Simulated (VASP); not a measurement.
# AlNi (P4/mmm) in VASP: notebook

The runs below take AlNi through single point, with PBEsol.

All numbers are computed with VASP 6.6.1; they aren't measurements. Logs are shortened: lines on timing, memory, paths and dates and some standing lists are left out, and cuts for length are marked.

### 1 The cell of the first run

It takes space group P4/mmm (No. 123, tetragonal). The conventional cell has a = 2.830 Å, b = 2.830 Å, c = 2.887 Å, α = 90.00°, β = 90.00°, γ = 90.00°. Al (site symmetry 4/mmm) has 8 Ni at 2.47 Å and 6 Al at 2.83 to 2.89 Å within 3.3 Å. Within 3.3 Å of Ni (site symmetry 4/mmm) lie 8 Al at 2.47 Å and 6 Ni at 2.83 to 2.89 Å.

### 2 Single point, PBEsol (biaxial strain in the a-b plane: -1.0 %)

The input, INCAR:

```
  ALGO = Fast
  EDIFF = 1E-7
  ENCUT = 520
  GGA = PS
  ISIF = 2
  ISMEAR = 0
  LASPH = T
  LCHARG = T
  LELF = T
  LREAL = F
  LVHAR = T
  LWAVE = F
  NBANDS = 14
  NELM = 100
  PREC = Accurate
  SIGMA = 0.1
```

The input, KPOINTS:

```
k-points
0
Gamma
  18 18 18
```

The input, POSCAR:

```
AlNi
1.0
    2.8300188908      0.0000000000      0.0000000000
    0.0000000000      2.8300188908      0.0000000000
    0.0000000000      0.0000000000      2.8866252641
Al Ni
1 1
Direct
    0.0000000000      0.0000000000      0.0000000000
    0.5000000000      0.5000000000      0.5000000000
```

Potentials or basis: VASP PAW PBE potentials, release 64 (Al, Ni).

Launch:

```console
> cat potpaw_PBE.64/Al/POTCAR potpaw_PBE.64/Ni/POTCAR > POTCAR
> mpirun -np 1 vasp_std > vasp.out
```

OUTCAR:

```text
EDIFF = 1E-7
   ENCUT = 520
   GGA = PS
   ISIF = 2
   ISMEAR = 0
   LASPH = T
   LREAL = F
   NELM = 100
   PREC = Accurate

 ion  position               nearest neighbor table
   1  0.000  0.000  0.000-   2 2.47   2 2.47   2 2.47   2 2.47   2 2.47   2 2.47   2 2.47   2 2.47

   2  0.500  0.500  0.500-   1 2.47   1 2.47   1 2.47   1 2.47   1 2.47   1 2.47   1 2.47   1 2.47

  LATTYP: Found a simple tetragonal cell.
 ALAT       =     2.8300188908
 C/A-ratio  =     1.0200021185

  Lattice vectors:

 A1 = (   2.8300188908,   0.0000000000,   0.0000000000)
 A2 = (   0.0000000000,   2.8300188908,   0.0000000000)
 A3 = (   0.0000000000,   0.0000000000,   2.8866252641)

Analysis of symmetry for initial positions (statically):
=====================================================================
 Subroutine PRICEL returns:
 Original cell was already a primitive cell.

 Routine SETGRP: Setting up the symmetry group for a
 simple tetragonal supercell.

 Subroutine GETGRP returns: Found 16 space group operations
 (whereof 16 operations were pure point group operations)
 out of a pool of 16 trial point group operations.

The static configuration has the point symmetry D_4h.

Analysis of symmetry for dynamics (positions and initial velocities):
=====================================================================
 Subroutine PRICEL returns:
 Original cell was already a primitive cell.

 Routine SETGRP: Setting up the symmetry group for a
 simple tetragonal supercell.

 Subroutine GETGRP returns: Found 16 space group operations
 (whereof 16 operations were pure point group operations)
 out of a pool of 16 trial point group operations.

The dynamic configuration has the point symmetry D_4h.

 Subroutine INISYM returns: Found 16 space group operations
 (whereof 16 operations are pure point group operations),
 and found     1 'primitive' translations

----------------------------------------------------------------------------------------

                                     Primitive cell

  volume of cell :      23.1190

  direct lattice vectors                    reciprocal lattice vectors
     2.830018891  0.000000000  0.000000000     0.353354532  0.000000000  0.000000000
     0.000000000  2.830018891  0.000000000     0.000000000  0.353354532  0.000000000
     0.000000000  0.000000000  2.886625264     0.000000000  0.000000000  0.346425292

  length of vectors
     2.830018891  2.830018891  2.886625264     0.353354532  0.353354532  0.346425292

  position of ions in fractional coordinates (direct lattice)
     0.000000000  0.000000000  0.000000000
     0.500000000  0.500000000  0.500000000
[... 85 lines left out ...]
   POTIM  = 0.5000    time-step for ionic-motion
   TEBEG  =    0.0;   TEEND  =   0.0 temperature during run
   PSTRESS=    0.0 pullay stress
   NELECT =      13.0000    total number of electrons
   NUPDOWN=      -1.0000    fix difference up-down
   EMIN   =  10.00;   EMAX   =-10.00  energy-range for DOS
   EFERMI =   0.00;   METHOD = LEGACY
   ISMEAR =     0;   SIGMA  =   0.10  broadening in eV -4-tet -1-fermi 0-gaus
   EFERMI_NEDOS =   21; number of points for ismear=-14 and -15
   IALGO  =     68    algorithm
   IMIX   =      4    mixing-type and parameters
     AMIX     =   0.40;   BMIX     =  1.00
     AMIX_MAG =   1.60;   BMIX_MAG =  1.00
  volume/ion in A,a.u.               =      11.56        78.01
  Fermi-wavevector in a.u.,A,eV,Ry     =   1.351241  2.553476 24.842240  1.825853
  Thomas-Fermi vector in A             =   2.478679
   LORBIT       =      0    0 simple, 1 ext, 2 COOP (PROOUT), +10 PAW based schemes
   GGA     = PS    functional components
   LHFCALC =     F    Hartree Fock is set to
   AEXX    =    0.0000 exact exchange contribution
   IVDW    =     0    specifies the selected vdW correction
   LEPSILON=     F    determine dielectric tensor
   LRPA    =     F    only Hartree local field effects (RPA)
 non-spin polarized calculation
 RMM-DIIS sequential band-by-band and
 Gauss-broadening in eV      SIGMA  =   0.10
  energy-cutoff  :      520.00
  volume of cell :       23.12
 maximum number of plane-waves:       640
 NGX is ok and might be reduce to    24
   NGX = 11   NGY = 11   NGZ = 11

 number of electron      13.0000003 magnetization

 Free energy of the ion-electron system (eV)
  ---------------------------------------------------
  ext. energy  EPLUGINS =         0.00000000
  ---------------------------------------------------
  free energy    TOTEN  =       -11.58446791 eV

  energy without entropy =      -11.58095095  energy(sigma->0) =      -11.58270943

 E-fermi :  10.3585     XC(G=0): -12.3308

 val. band max:       10.3541754932   @ k =   0.3333   0.2778   0.4444
 cond. band min:      10.3585674292   @ k =   0.3333   0.3333   0.0000
 fundamental gap:      0.0043919360
 Fermi energy:        10.3585486393

 k-point     1 :       0.0000    0.0000    0.0000
  band No.  band energies     occupation
      1      -1.0322      2.00000
      2       6.9385      2.00000
      3       6.9555      2.00000
      4       8.7203      2.00000
      5       8.7203      2.00000
      6       8.7767      2.00000
      7      15.5122      0.00000
      8      16.2332      0.00000
      9      16.2332      0.00000
     10      18.5065      0.00000
     11      18.6849      0.00000
     12      24.7094      0.00000
     13      31.4949      0.00000
     14      31.5106      0.00000
[... 377 lines left out ...]
      1       1.2506      2.00000
      2       5.9978      2.00000
      3       7.3458      2.00000
      4       8.1173      2.00000
      5       8.1191      2.00000
      6       8.7003      2.00000
      7      10.3782      0.78136
      8      16.3262      0.00000
      9      18.2868      0.00000
     10      19.6475      0.00000
     11      22.9471      0.00000
     12      24.2085      0.00000
     13      24.6976      0.00000
     14      27.5811      0.00000

 [... further k-points ...]
[... 5 lines left out ...]
  --------------------------------------------------------------------------------------
  -------------------------------------------------------------------------------------
  Total        0.4538438      0.4538438      0.2541872      0.0000000     -0.0000000      0.0000000
  in kB       31.4519721     31.4519721     17.6155074      0.0000000     -0.0000000      0.0000000
  external PRESSURE =      26.8398172 kB  Pullay stress =       0.0000000 kB

 VOLUME and BASIS-vectors are now :
 -----------------------------------------------------------------------------
  energy-cutoff  :      520.00
  volume of cell :       23.12
      direct lattice vectors                 reciprocal lattice vectors
     2.830018891  0.000000000  0.000000000     0.353354532  0.000000000  0.000000000
     0.000000000  2.830018891  0.000000000     0.000000000  0.353354532  0.000000000
     0.000000000  0.000000000  2.886625264     0.000000000  0.000000000  0.346425292

 POSITION                                       TOTAL-FORCE (eV/Angst)
 -----------------------------------------------------------------------------------
      0.00000      0.00000      0.00000         0.000000      0.000000      0.000000
      1.41501      1.41501      1.44331         0.000000      0.000000      0.000000
 -----------------------------------------------------------------------------------
    total drift:                                0.000000      0.000000     -0.000000

  FREE ENERGIE OF THE ION-ELECTRON SYSTEM (eV)
  ---------------------------------------------------
  free  energy   TOTEN  =       -11.5844679087 eV

  energy  without entropy=      -11.5809509492  energy(sigma->0) =      -11.58270943
```

Wall time 99 s (1 thread of AMD EPYC 9R45 (Zen 5), shared host); peak memory 0.26 GiB.

What came out:

```
Free energy : -11.5845 eV
Pressure    : 2.7 GPa
```

Caveat: the cell differs from its parent crystal (biaxial strain in the a-b plane: -1.0 %); the PAW data sets were made with another functional, which shifts forces and pressure a little. Spin polarisation is off, so any magnetic state and its effect on volume and gap are missing.

### 3 Single point, PBEsol (biaxial strain in the a-b plane: -2.0 %, then relaxed in part)

The input, INCAR:

```
SYSTEM = AlNi
PREC = Accurate
ENCUT = 520
EDIFF = 1E-6
ISMEAR = 0
SIGMA = 0.1
LREAL = .False.
LASPH = .True.
NELM = 60
ALGO = Fast
ISIF = 2
LWAVE = .False.
LCHARG = .True.
GGA = PS
LELF = .True.
LVHAR = .True.
NBANDS = 14
```

The input, KPOINTS:

```
regular mesh
0
Gamma
  18 18 18
  0 0 0
```

The input, POSCAR:

```
AlNi
1.0
    2.8014328414      0.0000000000      0.0000000000
    0.0000000000      2.8014328414      0.0000000000
    0.0000000000      0.0000000000      2.9502629894
Al Ni
1 1
Direct
    0.0000000000      0.0000000000      0.0000000000
    0.5000000000      0.5000000000      0.5000000000
```

Potentials or basis: VASP PAW PBE potentials, release 64 (Al, Ni).

Launch:

```console
> cat potpaw_PBE.64/Al/POTCAR potpaw_PBE.64/Ni/POTCAR > POTCAR
> mpirun -np 1 vasp_std > vasp.out
```

It took 91 s on 1 thread of AMD EPYC 9R45 (Zen 5), shared host; peak memory 0.26 GiB.

It converged, with:

```yaml
Free_energy: -11.5773 eV
Pressure: 2.5 GPa
```

Stress tensor (GPa, compression positive):
```
3.69 0.00 0.00
0.00 3.69 0.00
0.00 0.00 0.03
```

Levels at points of the mesh, in eV from the Fermi level:
| k point | band 3 | band 4 | band 5 | band 6 | band 7 | band 8 | band 9 | band 10 | band 11 | band 12 |
| --- | --- | --- | --- | --- | --- | --- | --- | --- | --- | --- |
| (0.00, 0.00, 0.00) | -3.37 | -1.65 | -1.65 | -1.51 | 4.41 | 6.27 | 6.27 | 7.92 | 8.46 | 14.43 |
| (0.50, 0.00, 0.00) | -2.87 | -2.55 | -2.24 | -1.54 | -0.53 | 8.26 | 9.08 | 10.41 | 10.82 | 11.93 |
| (0.50, 0.50, 0.00) | -2.73 | -2.73 | -2.32 | -2.32 | -0.97 | 1.84 | 2.97 | 11.83 | 14.68 | 14.68 |
| (0.00, 0.00, 0.50) | -2.96 | -2.25 | -2.25 | -1.44 | -0.93 | 8.35 | 10.62 | 10.62 | 11.39 | 11.39 |
| (0.50, 0.00, 0.50) | -3.21 | -2.95 | -2.12 | -2.07 | -1.11 | 1.39 | 2.49 | 13.11 | 15.50 | 15.97 |
| (0.50, 0.50, 0.50) | -4.25 | -1.10 | -0.95 | 1.88 | 2.00 | 2.00 | 4.03 | 4.43 | 4.43 | 4.99 |

Caveat: the cell differs from its parent crystal (biaxial strain in the a-b plane: -2.0 %, then relaxed in part); the PAW data sets were made with another functional, which shifts forces and pressure a little. Spin polarisation is off, so any magnetic state and its effect on volume and gap are missing.

### 4 Single point, PBEsol (biaxial strain in the a-b plane: -3.0 %, then relaxed in part)

The input, INCAR:

```
PREC     = Accurate       # precision mode
ENCUT    = 520            # plane-wave cutoff, eV
EDIFF    = 1E-6           # SCF threshold, eV
ISMEAR   = 0              # smearing method
SIGMA    = 0.1            # smearing width, eV
LREAL    = False          # projectors in reciprocal space
LASPH    = True           # aspherical terms in the spheres
NELM     = 100            # most SCF steps
ALGO     = Fast           # electronic algorithm
ISIF     = 2              # what is computed and relaxed
LWAVE    = False          # write WAVECAR
LCHARG   = False          # write CHGCAR
GGA      = PS             # functional
NBANDS   = 14             # bands
```

The input, KPOINTS:

```
Automatic mesh
0
Gamma
  18 18 18
```

The input, POSCAR:

```
AlNi
1.0
    2.7728467920      0.0000000000      0.0000000000
    0.0000000000      2.7728467920      0.0000000000
    0.0000000000      0.0000000000      2.9977549865
Al Ni
1 1
Direct
    0.0000000000      0.0000000000      0.0000000000
    0.5000000000      0.5000000000      0.5000000000
```

Launch:

```console
> cat potpaw_PBE.64/Al/POTCAR potpaw_PBE.64/Ni/POTCAR > POTCAR
> mpirun -np 1 vasp_std > vasp.out
```

Wall time 89 s (1 thread of AMD EPYC 9R45 (Zen 5), shared host); peak memory 0.26 GiB.

It converged, with:

- Free energy: -11.5641 eV
- Pressure: 3.2 GPa

Stress tensor (GPa, compression positive):
```
 4.96  0.00  0.00
 0.00  4.96  0.00
 0.00  0.00 -0.27
```

Levels at points of the mesh, in eV from the Fermi level:
| k point | band 5 | band 6 | band 7 | band 8 | band 9 | band 10 |
| --- | --- | --- | --- | --- | --- | --- |
| (0.00, 0.00, 0.00) | -1.67 | -1.46 | 3.85 | 6.64 | 6.64 | 7.70 |
| (0.50, 0.00, 0.00) | -2.20 | -1.55 | -0.46 | 8.17 | 8.59 | 10.09 |
| (0.50, 0.50, 0.00) | -2.40 | -2.40 | -0.93 | 2.02 | 3.17 | 11.51 |
| (0.00, 0.00, 0.50) | -2.21 | -1.40 | -1.06 | 8.39 | 10.90 | 10.90 |
| (0.50, 0.00, 0.50) | -2.09 | -2.03 | -1.16 | 1.36 | 2.43 | 13.43 |
| (0.50, 0.50, 0.50) | -0.91 | 1.86 | 2.05 | 2.05 | 4.09 | 4.36 |

Caveat: the cell differs from its parent crystal (biaxial strain in the a-b plane: -3.0 %, then relaxed in part); the PAW data sets were made with another functional, which shifts forces and pressure a little. Spin polarisation is off, so any magnetic state and its effect on volume and gap are missing.

### 5 Overview

```csv
cell,further INCAR settings,gap on the mesh (eV),pressure (GPa)
"a = 2.830, b = 2.830, c = 2.887 Å, 2 atoms",ALGO = Fast; EDIFF = 1e-07; NBANDS = 14,none,2.7
"a = 2.801, b = 2.801, c = 2.950 Å, 2 atoms",ALGO = Fast; EDIFF = 1e-06; NBANDS = 14,none,2.5
"a = 2.773, b = 2.773, c = 2.998 Å, 2 atoms",ALGO = Fast; EDIFF = 1e-06; NBANDS = 14,none,3.2
```

Alike in all rows: task single point; level PBEsol; potentials or basis VASP PAW PBE potentials, release 64 (Al, Ni); no spin polarisation; k mesh 18 × 18 × 18; cutoff (eV) 520; smearing gaussian 0.1 eV.

Caveats: the PAW data sets were made with another functional, which shifts forces and pressure a little.

Absolute energies hang on the potentials; compare differences alone.
